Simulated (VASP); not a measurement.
# TiC (Fm-3m) in VASP: further runs

TiC is run at these levels: PBE; tasks: single point.

All numbers are computed with VASP 6.6.1; they aren't measurements. Logs are shortened: lines on timing, memory, paths and dates and some standing lists are left out, and cuts for length are marked.

## (1) The cell of the first run

It takes space group Fm-3m (No. 225, cubic). Conventional cell: a = 4.376 Å, b = 4.376 Å, c = 4.376 Å, α = 90.00°, β = 90.00°, γ = 90.00°. Ti (site symmetry m-3m) has 6 C at 2.19 Å within 2.9 Å. C (site symmetry m-3m) has 6 Ti at 2.19 Å within 2.9 Å.

## (2) Single point, PBE (volume scaled by 1.03)

File INCAR:

```
SYSTEM = TiC
ALGO     = Normal         ! electronic algorithm
EDIFF    = 1E-6           ! SCF threshold, eV
ENCUT    = 520            ! plane-wave cutoff, eV
GGA      = PE             ! functional
ISIF     = 2              ! what is computed and relaxed
ISMEAR   = 0              ! smearing method
LASPH    = .TRUE.         ! aspherical terms in the spheres
LCHARG   = .TRUE.         ! write CHGCAR
LELF     = .TRUE.         ! ELF
LREAL    = .FALSE.        ! projectors in reciprocal space
LVHAR    = .TRUE.       
LWAVE    = .FALSE.        ! write WAVECAR
NBANDS   = 15             ! bands
NELM     = 80             ! most SCF steps
PREC     = Accurate       ! precision mode
SIGMA    = 0.1            ! smearing width, eV
```

File KPOINTS:

```
k-points
0
G
  16 16 16
  0 0 0
```

File POSCAR:

```
TiC
1.0
    0.0000000000      2.1878617431      2.1878617431
    2.1878617431      0.0000000000      2.1878617431
    2.1878617431      2.1878617431      0.0000000000
Ti C
1 1
Direct
    0.0000000000      0.0000000000      0.0000000000
    0.5000000000      0.5000000000      0.5000000000
```

Potentials or basis: VASP PAW PBE potentials, release 64 (Ti_sv, C).

Launch:

```sh
$ cat potpaw_PBE.64/Ti_sv/POTCAR potpaw_PBE.64/C/POTCAR > POTCAR
$ mpirun -np 1 vasp_std > vasp.out
```

OUTCAR:

```text
SYSTEM = TiC
   EDIFF = 1E-6
   ENCUT = 520
   GGA = PE
   ISIF = 2
   ISMEAR = 0
   LASPH = .TRUE.
   LREAL = .FALSE.
   NELM = 80
   PREC = Accurate

 ion  position               nearest neighbor table
   1  0.000  0.000  0.000-   2 2.19   2 2.19   2 2.19   2 2.19   2 2.19   2 2.19
   2  0.500  0.500  0.500-   1 2.19   1 2.19   1 2.19   1 2.19   1 2.19   1 2.19

  LATTYP: Found a face centered cubic cell.
 ALAT       =     4.3757234862

  Lattice vectors:

 A1 = (   0.0000000000,   2.1878617431,   2.1878617431)
 A2 = (   2.1878617431,   0.0000000000,   2.1878617431)
 A3 = (   2.1878617431,   2.1878617431,   0.0000000000)

Analysis of symmetry for initial positions (statically):
=====================================================================
 Subroutine PRICEL returns:
 Original cell was already a primitive cell.

 Routine SETGRP: Setting up the symmetry group for a
 face centered cubic supercell.

 Subroutine GETGRP returns: Found 48 space group operations
 (whereof 48 operations were pure point group operations)
 out of a pool of 48 trial point group operations.

The static configuration has the point symmetry O_h .

Analysis of symmetry for dynamics (positions and initial velocities):
=====================================================================
 Subroutine PRICEL returns:
 Original cell was already a primitive cell.

 Routine SETGRP: Setting up the symmetry group for a
 face centered cubic supercell.

 Subroutine GETGRP returns: Found 48 space group operations
 (whereof 48 operations were pure point group operations)
 out of a pool of 48 trial point group operations.

The dynamic configuration has the point symmetry O_h .

 Subroutine INISYM returns: Found 48 space group operations
 (whereof 48 operations are pure point group operations),
 and found     1 'primitive' translations

----------------------------------------------------------------------------------------

                                     Primitive cell

  volume of cell :      20.9454

  direct lattice vectors                    reciprocal lattice vectors
     0.000000000  2.187861743  2.187861743    -0.228533636  0.228533636  0.228533636
     2.187861743  0.000000000  2.187861743     0.228533636 -0.228533636  0.228533636
     2.187861743  2.187861743  0.000000000     0.228533636  0.228533636 -0.228533636

  length of vectors
     3.094103750  3.094103750  3.094103750     0.395831869  0.395831869  0.395831869

  position of ions in fractional coordinates (direct lattice)
     0.000000000  0.000000000  0.000000000
     0.500000000  0.500000000  0.500000000

  ion indices of the primitive-cell ions
   primitive index   ion index
                 1           1
                 2           2

----------------------------------------------------------------------------------------

 KPOINTS: k-points

Automatic generation of k-mesh.
 Grid dimensions read from file:
 generate k-points for:   16   16   16

 Generating k-lattice:

  Cartesian coordinates                     Fractional coordinates (reciprocal lattice)
    -0.014283352  0.014283352  0.014283352     0.062500000  0.000000000  0.000000000
     0.014283352 -0.014283352  0.014283352     0.000000000  0.062500000  0.000000000
     0.014283352  0.014283352 -0.014283352     0.000000000  0.000000000  0.062500000

  Length of vectors
     0.024739492  0.024739492  0.024739492

  Shift w.r.t. Gamma in fractional coordinates (k-lattice)
     0.000000000  0.000000000  0.000000000

 Subroutine IBZKPT returns following result:
 ===========================================

 Found    145 irreducible k-points:

 Following reciprocal coordinates:
            Coordinates               Weight
  0.000000  0.000000  0.000000      1.000000
  0.062500  0.000000  0.000000      8.000000
  0.125000  0.000000  0.000000      8.000000
  0.187500  0.000000  0.000000      8.000000
  0.250000  0.000000  0.000000      8.000000
  0.312500  0.000000  0.000000      8.000000
[... 16 lines left out ...]
 -0.125000  0.062500  0.000000     24.000000
 -0.062500  0.062500  0.000000     12.000000
 [... further k-points ...]
   k-points           NKPTS =    145   k-points in BZ     NKDIM =    145   number of bands    NBANDS=     15
   number of dos      NEDOS =    301   number of ions     NIONS =      2
   total plane-waves  NPLWV =  13824
   dimension x,y,z NGX =    24 NGY =   24 NGZ =   24
   dimension x,y,z NGXF=    48 NGYF=   48 NGZF=   48
   ions per type =               1   1
   NGX,Y,Z   is equivalent  to a cutoff of  12.90, 12.90, 12.90 a.u.
   NGXF,Y,Z  is equivalent  to a cutoff of  25.79, 25.79, 25.79 a.u.
 SYSTEM =  TiC
   PREC   = accura    normal or accurate (medium, high low for compatibility)
   ISTART =      0    job   : 0-new  1-cont  2-samecut
   ICHARG =      2    charge: 1-file 2-atom 10-const
   ISPIN  =      1    spin polarized calculation?
   LNONCOLLINEAR =      F non collinear calculations
   LSORBIT =      F    spin-orbit coupling
   LASPH  =      T    aspherical Exc in radial PAW
   ENCUT  =  520.0 eV  38.22 Ry    6.18 a.u.   5.75  5.75  5.75*2*pi/ulx,y,z
   NELM   =     80;   NELMIN=  2; NELMDL= -5     # of ELM steps
   EDIFF  = 0.1E-05   stopping-criterion for ELM
   LREAL  =      F    real-space projection
   EDIFFG = 0.1E-04   stopping-criterion for IOM
   NSW    =      0    number of steps for IOM
   IBRION =     -1    ionic relax: 0-MD 1-quasi-New 2-CG
   NFREE  =      0    steps in history (QN), initial steepest desc. (CG)
   ISIF   =      2    stress and relaxation
   ISYM   =      2    0-nonsym 1-usesym 2-fastsym
   POTIM  = 0.5000    time-step for ionic-motion
   TEBEG  =    0.0;   TEEND  =   0.0 temperature during run
   PSTRESS=    0.0 pullay stress
   NELECT =      16.0000    total number of electrons
   NUPDOWN=      -1.0000    fix difference up-down
   EMIN   =  10.00;   EMAX   =-10.00  energy-range for DOS
   EFERMI =   0.00;   METHOD = LEGACY
   ISMEAR =     0;   SIGMA  =   0.10  broadening in eV -4-tet -1-fermi 0-gaus
   EFERMI_NEDOS =   21; number of points for ismear=-14 and -15
   IALGO  =     38    algorithm
   IMIX   =      4    mixing-type and parameters
     AMIX     =   0.40;   BMIX     =  1.00
     AMIX_MAG =   1.60;   BMIX_MAG =  1.00
  volume/ion in A,a.u.               =      10.47        70.67
  Fermi-wavevector in a.u.,A,eV,Ry     =   1.496528  2.828029 30.471569  2.239597
  Thomas-Fermi vector in A             =   2.608533
   LORBIT       =      0    0 simple, 1 ext, 2 COOP (PROOUT), +10 PAW based schemes
   GGA     = PE    functional components
   LHFCALC =     F    Hartree Fock is set to
   AEXX    =    0.0000 exact exchange contribution
   IVDW    =     0    specifies the selected vdW correction
   LEPSILON=     F    determine dielectric tensor
   LRPA    =     F    only Hartree local field effects (RPA)
 non-spin polarized calculation
 Gauss-broadening in eV      SIGMA  =   0.10
  energy-cutoff  :      520.00
  volume of cell :       20.95
 maximum number of plane-waves:       588
   NGX = 11   NGY = 11   NGZ = 11

 number of electron      15.9999996 magnetization

 Free energy of the ion-electron system (eV)
  ---------------------------------------------------
  ext. energy  EPLUGINS =         0.00000000
  ---------------------------------------------------
  free energy    TOTEN  =       -18.69717640 eV

  energy without entropy =      -18.69508457  energy(sigma->0) =      -18.69613048

 E-fermi :   9.0525     XC(G=0): -12.5405

 val. band max:        9.0448371251   @ k =  -0.0625   0.0625   0.0000
 cond. band min:       9.0604145364   @ k =   0.1250   0.1250   0.0000
 fundamental gap:      0.0155774112
 Fermi energy:         9.0524832687

 k-point     1 :       0.0000    0.0000    0.0000
  band No.  band energies     occupation
      1     -47.6202      2.00000
      2     -23.6590      2.00000
      3     -23.6590      2.00000
      4     -23.6590      2.00000
      5      -3.1953      2.00000
      6       9.7387      0.00000
      7       9.7387      0.00000
      8       9.7387      0.00000
      9      10.6964      0.00000
     10      10.6964      0.00000
     11      10.6964      0.00000
     12      10.7051      0.00000
     13      10.7051      0.00000
     14      19.0966      0.00000
     15      22.9676      0.00000

 k-point     2 :       0.0625    0.0000    0.0000
  band No.  band energies     occupation
      1     -47.6178      2.00000
      2     -23.6764      2.00000
      3     -23.6607      2.00000
      4     -23.6607      2.00000
      5      -3.1102      2.00000
      6       9.3086      0.00029
      7       9.5351      0.00000
      8       9.5351      0.00000
      9      10.0555      0.00000
     10      10.0555      0.00000
     11      10.9212      0.00000
     12      11.6725      0.00000
     13      11.6725      0.00000
     14      19.2601      0.00000
     15      22.9884      0.00000

 k-point     3 :       0.1250    0.0000    0.0000
  band No.  band energies     occupation
      1     -47.6110      2.00000
      2     -23.7257      2.00000
      3     -23.6654      2.00000
      4     -23.6654      2.00000
      5      -2.8602      2.00000
      6       8.4515      2.00000
      7       8.7887      1.99981
      8       8.7887      1.99981
      9      10.1346      0.00000
     10      10.1346      0.00000
     11      11.2299      0.00000
     12      12.6974      0.00000
     13      12.6974      0.00000
     14      19.6592      0.00000
     15      22.9665      0.00000

 k-point     4 :       0.1875    0.0000    0.0000
  band No.  band energies     occupation
      1     -47.6008      2.00000
      2     -23.7988      2.00000
      3     -23.6725      2.00000
      4     -23.6725      2.00000
      5      -2.4602      2.00000
      6       7.4417      2.00000
      7       8.0525      2.00000
      8       8.0525      2.00000
      9      10.4054      0.00000
     10      10.4054      0.00000
     11      11.5003      0.00000
     12      13.7204      0.00000
     13      13.7204      0.00000
     14      19.9973      0.00000
     15      22.8829      0.00000
[... 307 lines left out ...]
 k-point    22 :      -0.1875    0.0625    0.0000
  band No.  band energies     occupation
      1     -47.5951      2.00000
      2     -23.8294      2.00000
      3     -23.6925      2.00000
      4     -23.6694      2.00000
      5      -2.2368      2.00000
      6       6.9836      2.00000
      7       7.6376      2.00000
      8       7.8939      2.00000
      9      10.3298      0.00000
     10      10.7942      0.00000
     11      11.7540      0.00000
     12      13.4755      0.00000
     13      14.6153      0.00000
     14      20.1484      0.00000
     15      22.8507      0.00000

 k-point    23 :      -0.1250    0.0625    0.0000
  band No.  band energies     occupation
      1     -47.6060      2.00000
      2     -23.7544      2.00000
      3     -23.6817      2.00000
      4     -23.6632      2.00000
      5      -2.6737      2.00000
      6       7.9688      2.00000
      7       8.2922      2.00000
      8       8.5005      2.00000
      9      10.0322      0.00000
     10      10.5525      0.00000
     11      11.5319      0.00000
     12      12.5418      0.00000
     13      13.6301      0.00000
     14      19.9288      0.00000
     15      22.9237      0.00000

 k-point    24 :      -0.0625    0.0625    0.0000
  band No.  band energies     occupation
      1     -47.6139      2.00000
      2     -23.7005      2.00000
      3     -23.6706      2.00000
      4     -23.6602      2.00000
      5      -2.9710      2.00000
      6       8.8492      1.99596
      7       9.0313      1.23562
      8       9.0448      1.08611
      9       9.8447      0.00000
     10      10.3912      0.00000
     11      11.2637      0.00000
     12      11.7825      0.00000
     13      12.6235      0.00000
     14      19.5114      0.00000
     15      22.9986      0.00000

 [... further k-points ...]
[... 5 lines left out ...]
  --------------------------------------------------------------------------------------
  -------------------------------------------------------------------------------------
  Total       -0.8873059     -0.8873059     -0.8873059      0.0000000      0.0000000      0.0000000
  in kB      -67.8725725    -67.8725725    -67.8725725      0.0000000      0.0000000      0.0000000
  external PRESSURE =     -67.8725725 kB  Pullay stress =       0.0000000 kB

 VOLUME and BASIS-vectors are now :
 -----------------------------------------------------------------------------
  energy-cutoff  :      520.00
  volume of cell :       20.95
      direct lattice vectors                 reciprocal lattice vectors
     0.000000000  2.187861743  2.187861743    -0.228533636  0.228533636  0.228533636
     2.187861743  0.000000000  2.187861743     0.228533636 -0.228533636  0.228533636
     2.187861743  2.187861743  0.000000000     0.228533636  0.228533636 -0.228533636

 POSITION                                       TOTAL-FORCE (eV/Angst)
 -----------------------------------------------------------------------------------
      0.00000      0.00000      0.00000         0.000000      0.000000      0.000000
      2.18786      2.18786      2.18786         0.000000      0.000000      0.000000
 -----------------------------------------------------------------------------------
    total drift:                                0.000000     -0.000000     -0.000000

  FREE ENERGIE OF THE ION-ELECTRON SYSTEM (eV)
  ---------------------------------------------------
  free  energy   TOTEN  =       -18.6971763976 eV

  energy  without entropy=      -18.6950845689  energy(sigma->0) =      -18.69613048
```

Run time: 24 s. Hardware: 1 thread of AMD EPYC 9R45 (Zen 5), shared host; peak memory 0.14 GiB.

Results:

```yaml
Free_energy: -18.6972 eV
Pressure: -6.8 GPa
Band_gap_on_the_k_mesh: zero (band 8 reaches 9.74 eV, above the bottom of band 9 at 8.66 eV)
```

## (3) Single point, PBE (volume scaled by 1.06)

File INCAR:

```
PREC     = Accurate       # precision mode
ENCUT    = 520            # plane-wave cutoff, eV
EDIFF    = 1E-6           # SCF threshold, eV
ISMEAR   = 0              # smearing method
SIGMA    = 0.1            # smearing width, eV
LREAL    = False          # projectors in reciprocal space
LASPH    = True           # aspherical terms in the spheres
NELM     = 100            # most SCF steps
ALGO     = Normal         # electronic algorithm
ISIF     = 2              # what is computed and relaxed
LWAVE    = False          # write WAVECAR
LCHARG   = False          # write CHGCAR
GGA      = PE             # functional
NBANDS   = 15             # bands
```

File KPOINTS:

```
Automatic mesh
0
Gamma
  16 16 16
```

File POSCAR:

```
TiC
1.0
    0.0000000000      2.2089001659      2.2089001659
    2.2089001659      0.0000000000      2.2089001659
    2.2089001659      2.2089001659      0.0000000000
Ti C
1 1
Direct
    0.0000000000      0.0000000000      0.0000000000
    0.5000000000      0.5000000000      0.5000000000
```

Potentials or basis: VASP PAW PBE potentials, release 64 (Ti_sv, C).

Launch:

```sh
$ cat potpaw_PBE.64/Ti_sv/POTCAR potpaw_PBE.64/C/POTCAR > POTCAR
$ mpirun -np 1 vasp_std > vasp.out
```

Wall time 26 s (1 thread of AMD EPYC 9R45 (Zen 5), shared host); peak memory 0.14 GiB.

The run converged. Its results:

| Property | Result |
| --- | --- |
| Free energy | -18.6602 eV |
| Pressure | -12.7 GPa |
| Band gap on the k mesh | zero (band 8 reaches 9.40 eV, above the bottom of band 9 at 8.34 eV) |

Levels at points of the mesh, in eV from the Fermi level:
```csv
k point,band 6,band 7,band 8,band 9,band 10,band 11
"(0.00, 0.00, 0.00)",0.67,0.67,0.67,1.59,1.59,1.61
"(0.50, 0.00, 0.00)",-5.56,-2.71,-2.71,2.69,2.69,3.77
"(0.50, 0.50, 0.00)",-3.37,-1.44,-0.07,-0.07,2.49,3.23
```

## (4) Single point, PBE (volume scaled by 0.91)

File INCAR:

```
  PREC = Accurate
  ENCUT = 520
  EDIFF = 1E-6
  ISMEAR = 0
  SIGMA = 0.1
  LREAL = F
  LASPH = T
  NELM = 80
  ALGO = Normal
  ISIF = 2
  LWAVE = F
  LCHARG = F
  GGA = PE
  NBANDS = 15
```

KPOINTS is that of step 3.

File POSCAR:

```
TiC
1.0
    0.0000000000      2.0993648912      2.0993648912
    2.0993648912      0.0000000000      2.0993648912
    2.0993648912      2.0993648912      0.0000000000
Ti C
1 1
Direct
    0.0000000000      0.0000000000      0.0000000000
    0.5000000000      0.5000000000      0.5000000000
```

Launch:

```sh
$ cat potpaw_PBE.64/Ti_sv/POTCAR potpaw_PBE.64/C/POTCAR > POTCAR
$ mpirun -np 1 vasp_std > vasp.out
```

Run time: 20 s. Hardware: 1 thread of Intel Xeon Platinum 8488C (Sapphire Rapids), shared host; peak memory 0.16 GiB.

Results (log left out):

| Quantity | Value |
| --- | --- |
| Free energy | -18.5556 eV |
| Pressure | 28.7 GPa |
| Band gap on the k mesh | zero (band 8 reaches 11.27 eV, above the bottom of band 9 at 10.12 eV) |

Levels at points of the mesh, in eV from the Fermi level:
```csv
k point,band 4,band 5,band 6,band 7,band 8,band 9,band 10,band 11,band 12,band 13
"(0.00, 0.00, 0.00)",-32.28,-12.83,0.73,0.73,0.73,1.80,1.80,1.80,1.92,1.92
"(0.50, 0.00, 0.00)",-32.34,-8.87,-6.27,-3.20,-3.20,3.30,3.30,4.66,8.75,9.10
"(0.50, 0.50, 0.00)",-32.51,-10.49,-3.47,-1.91,0.06,0.06,3.07,4.00,4.00,6.73
```

## (5) Overview

```tsv
cell	gap on the mesh (eV)	pressure (GPa)
a = 3.094 Å, angles 60.0°, 2 atoms	none	-6.8
a = 3.124 Å, angles 60.0°, 2 atoms	none	-12.7
a = 2.969 Å, angles 60.0°, 2 atoms	none	28.7
```

Alike in all rows: task single point; level PBE; potentials or basis VASP PAW PBE potentials, release 64 (Ti_sv, C); no spin polarisation; k mesh 16 × 16 × 16; cutoff (eV) 520; smearing gaussian 0.1 eV.

Absolute energies hang on the potentials; compare differences alone.
